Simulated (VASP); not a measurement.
# VSi (zincblende type) (F-43m) in VASP: a series of runs, part 2 of 2

VASP 6.6.1.

**4. Relaxation of cell and atoms, LDA, target pressure 79 GPa, at which the enthalpy is minimised**

This run uses another cell than the first one, of 11.40 Å³/atom, 0.892 times its volume.

INCAR

```
SYSTEM = VSi
PREC     = Accurate       ! precision mode
ENCUT    = 600            ! plane-wave cutoff, eV
EDIFF    = 1E-7           ! SCF threshold, eV
ISMEAR   = -1             ! smearing method
SIGMA    = 0.1            ! smearing width, eV
LREAL    = .False.        ! projectors in reciprocal space
LASPH    = .True.         ! aspherical terms in the spheres
NELM     = 60             ! most SCF steps
ALGO     = Normal         ! electronic algorithm
ISIF     = 3              ! what is computed and relaxed
LWAVE    = .False.        ! write WAVECAR
LCHARG   = .False.        ! write CHGCAR
GGA      = CA             ! functional
IBRION   = 2              ! ionic algorithm
NSW      = 60             ! ionic steps
EDIFFG   = -0.005         ! ionic threshold
PSTRESS  = 790.0
```

KPOINTS

```
regular mesh
0
Gamma
  13 13 13
  0 0 0
```

POSCAR

```
VSi
1.0
    0.0000000000      2.2508322578      2.2508322578
    2.2508322578      0.0000000000      2.2508322578
    2.2508322578      2.2508322578      0.0000000000
V Si
1 1
Direct
    0.0000000000      0.0000000000      0.0000000000
    0.2500000000      0.2500000000      0.2500000000
```

On the command line:

```console
$ cat potpaw_LDA.64/V_sv/POTCAR potpaw_LDA.64/Si/POTCAR > POTCAR
$ mpirun -np 1 vasp_std > vasp.out
```

It took 98 s on 1 thread of Intel Xeon 6975P-C (Granite Rapids), shared host; peak memory 0.17 GiB.

Results (log left out):

* Free energy: -11.1770 eV
* Relaxed volume: 12.82 Å³/atom
* Relaxed cell: a = 3.310 Å, b = 3.310 Å, c = 3.310 Å, α = 60.00°, β = 60.00°, γ = 60.00°
* Space group after relaxing (to 0.05 Å): F-43m (No. 216)
* Energy change on relaxing (the enthalpy is what falls): -867.0 meV/atom
* Ionic steps: 17
* Pressure after relaxing: 79.0 GPa

Step by step:
```
step  energy change (eV)  largest force (eV/Å)  pressure (GPa)  volume (Å³)
   1              0.0000                0.0000          119.84        22.81
   2             -3.9602                0.0000           18.01        33.81
   3             -1.8869                0.0000           75.32        25.96
   4             -1.7404                0.0000           78.84        25.65
   5             -1.7111                0.0000           79.54        25.59
   6             -1.7121                0.0000           79.53        25.60
   7             -1.7152                0.0000           79.46        25.60
   8             -1.7152                0.0000           79.45        25.60
   9             -1.7153                0.0000           79.43        25.60
  10             -1.7155                0.0000           79.41        25.60
  11             -1.7158                0.0000           79.44        25.60
  12             -1.7165                0.0000           79.42        25.60
  13             -1.7179                0.0000           79.39        25.61
  14             -1.7207                0.0000           79.32        25.61
  15             -1.7263                0.0000           79.19        25.62
  16             -1.7374                0.0000           78.91        25.65
  17             -1.7339                0.0000           79.00        25.64
```

Final structure:
```xyz
2
Lattice="0.0000 2.3404 2.3404 2.3404 0.0000 2.3404 2.3404 2.3404 0.0000" Properties=species:S:1:pos:R:3 pbc="T T T"
V     0.0000    0.0000    0.0000
Si    1.1702    1.1702    1.1702
```

Levels at points of the mesh, in eV from the Fermi level:
| k point | band 4 | band 5 | band 6 | band 7 | band 8 | band 9 | band 10 | band 11 | band 12 |
| --- | --- | --- | --- | --- | --- | --- | --- | --- | --- |
| (0.00, 0.00, 0.00) | -36.93 | -10.59 | -2.28 | -2.28 | -2.28 | 0.29 | 0.29 | 9.15 | 9.15 |

Caveat: the cell is relaxed towards a set pressure, so the enthalpy falls and the energy may rise.

**5. Relaxation of cell and atoms, LDA, target pressure 79 GPa, at which the enthalpy is minimised**

INCAR

```
SYSTEM = VSi
ALGO = Normal
EDIFF = 1E-6
EDIFFG = -0.005
ENCUT = 600
GGA = CA
IBRION = 2
ISIF = 3
ISMEAR = -1
LASPH = .TRUE.
LCHARG = .FALSE.
LREAL = .FALSE.
LWAVE = .FALSE.
NELM = 80
NSW = 32
PREC = Accurate
PSTRESS = 790.0
SIGMA = 0.1
```

KPOINTS

```
k-points
0
G
  13 13 13
  0 0 0
```

POSCAR

```
VSi
1.0
    0.0000000000      2.3379821061      2.3379821061
    2.3379821061      0.0000000000      2.3379821061
    2.3379821061      2.3379821061      0.0000000000
V Si
1 1
Direct
    0.0000000000      0.0000000000      0.0000000000
    0.2500000000      0.2500000000      0.2500000000
```

Potentials or basis: VASP PAW LDA potentials, release 64 (V_sv, Si).

On the command line:

```console
$ cat potpaw_LDA.64/V_sv/POTCAR potpaw_LDA.64/Si/POTCAR > POTCAR
$ mpirun -np 1 vasp_std > vasp.out
```

OUTCAR:

```text
SYSTEM = VSi
   EDIFF = 1E-6
   EDIFFG = -0.005
   ENCUT = 600
   GGA = CA
   IBRION = 2
   ISIF = 3
   ISMEAR = -1
   LASPH = .TRUE.
   LREAL = .FALSE.
   NELM = 80
   NSW = 32
   PREC = Accurate
   PSTRESS = 790.0

 ion  position               nearest neighbor table
   1  0.000  0.000  0.000-   2 2.02   2 2.02   2 2.02   2 2.02
   2  0.250  0.250  0.250-   1 2.02   1 2.02   1 2.02   1 2.02

  LATTYP: Found a face centered cubic cell.
 ALAT       =     4.6759642122

  Lattice vectors:

 A1 = (   0.0000000000,   2.3379821061,   2.3379821061)
 A2 = (   2.3379821061,   0.0000000000,   2.3379821061)
 A3 = (   2.3379821061,   2.3379821061,   0.0000000000)

Analysis of symmetry for initial positions (statically):
[... 5 lines left out ...]
 face centered cubic supercell.

 Subroutine GETGRP returns: Found 24 space group operations
 (whereof 24 operations were pure point group operations)
 out of a pool of 48 trial point group operations.
[... 250 lines left out ...]

 val. band max:        9.8643179634   @ k =   0.3077   0.0769   0.0000
 cond. band min:       9.8885468888   @ k =   0.4615   0.4615   0.0000
 fundamental gap:      0.0242289254
 Fermi energy:         9.8721257287

 k-point     1 :       0.0000    0.0000    0.0000
  band No.  band energies     occupation
      1     -52.6484      2.00000
      2     -27.0627      2.00000
      3     -27.0627      2.00000
      4     -27.0627      2.00000
      5      -0.7141      2.00000
      6       7.5955      2.00000
      7       7.5955      2.00000
      8       7.5955      2.00000
      9      10.1659      0.10067
     10      10.1659      0.10067
     11      19.0225      0.00000
     12      19.0225      0.00000
[... 331 lines left out ...]
 k-point    24 :       0.4615    0.1538    0.0000
  band No.  band energies     occupation
      1     -52.6300      2.00000
      2     -27.2045      2.00000
      3     -27.1021      2.00000
      4     -27.0927      2.00000
      5       2.3763      2.00000
      6       5.8742      2.00000
      7       7.6738      2.00000
      8       8.2296      2.00000
      9      10.3502      0.01663
     10      10.9239      0.00005
     11      12.0015      0.00000
     12      15.7622      0.00000

 [... further k-points ...]
[... 5 lines left out ...]
  --------------------------------------------------------------------------------------
  -------------------------------------------------------------------------------------
  Total       12.6371996     12.6371996     12.6371996      0.0000000      0.0000000      0.0000000
  in kB      789.7430511    789.7430511    789.7430511      0.0000000      0.0000000      0.0000000
  external PRESSURE =      -0.2569489 kB  Pullay stress =     790.0000000 kB
[... 21 lines left out ...]
  energy  without entropy=      -11.0989581093  energy(sigma->0) =      -11.13786663

  enthalpy is  TOTEN    =         1.4645360458 eV   P V=       12.6413111893

 reached required accuracy - stopping structural energy minimisation
```

CONTCAR:

```text
VSi
   1.00000000000000
     0.0000000000000000    2.3403557202360510    2.3403557202360510
     2.3403557202360510    0.0000000000000000    2.3403557202360510
     2.3403557202360510    2.3403557202360510    0.0000000000000000
  V               Si
     1     1
Direct
     0.0000000000000000    0.0000000000000000    0.0000000000000000
     0.2500000000000000    0.2500000000000000    0.2500000000000000

  0.00000000E+00  0.00000000E+00  0.00000000E+00
  0.00000000E+00  0.00000000E+00  0.00000000E+00
```

Run time: 25 s. Hardware: 1 thread of Intel Xeon 6975P-C (Granite Rapids), shared host; peak memory 0.17 GiB.

What came out:

```yaml
Free_energy: -11.1768 eV
Relaxed_volume: 12.82 Å³/atom
Relaxed_cell: a = 3.310 Å, b = 3.310 Å, c = 3.310 Å, α = 60.00°, β = 60.00°, γ = 60.00°
Space_group_after_relaxing_to_0.05_Å: F-43m (No. 216)
Energy_change_on_relaxing_the_enthalpy_is_what_falls: -19.3 meV/atom
Ionic_steps: 3
Pressure_after_relaxing: 79.0 GPa
```

The path:
```csv
step,energy change (eV),largest force (eV/Å),pressure (GPa),volume (Å³)
1,0.0000,0.0000,79.97,25.56
2,-0.1408,0.0000,76.59,25.85
3,-0.0386,0.0000,78.97,25.64
```

Final structure:
```
V Si
1.0
     0.00000    2.34036    2.34036
     2.34036    0.00000    2.34036
     2.34036    2.34036    0.00000
V Si
1 1
Direct
  0.00000 0.00000 0.00000
  0.25000 0.25000 0.25000
```

Levels at points of the mesh, in eV from the Fermi level:
| k point | band 5 | band 6 | band 7 | band 8 | band 9 | band 10 | band 11 | band 12 |
| --- | --- | --- | --- | --- | --- | --- | --- | --- |
| (0.00, 0.00, 0.00) | -10.59 | -2.28 | -2.28 | -2.28 | 0.29 | 0.29 | 9.15 | 9.15 |

Caveat: the cell is relaxed towards a set pressure, so the enthalpy falls and the energy may rise.

**6. Overview**

```csv
task,cell,cutoff (eV),gap on the mesh (eV),pressure (GPa)
single point,"a = 3.306 Å, angles 60.0°, 2 atoms",520,none,80.1
relaxation of cell and atoms,"relaxed to 79 GPa from a = 3.183 Å, angles 60.0°, 2 atoms",600,none,79.0
relaxation of cell and atoms,"relaxed to 79 GPa from a = 3.306 Å, angles 60.0°, 2 atoms",600,none,79.0
```

Alike in all rows: level LDA; potentials or basis VASP PAW LDA potentials, release 64 (V_sv, Si); no spin polarisation; k mesh 13 × 13 × 13; smearing fermi-dirac 0.1 eV.

Caveats: the cell is relaxed towards a set pressure, so the enthalpy falls and the energy may rise (some runs).

Absolute energies hang on the potentials; compare differences alone.
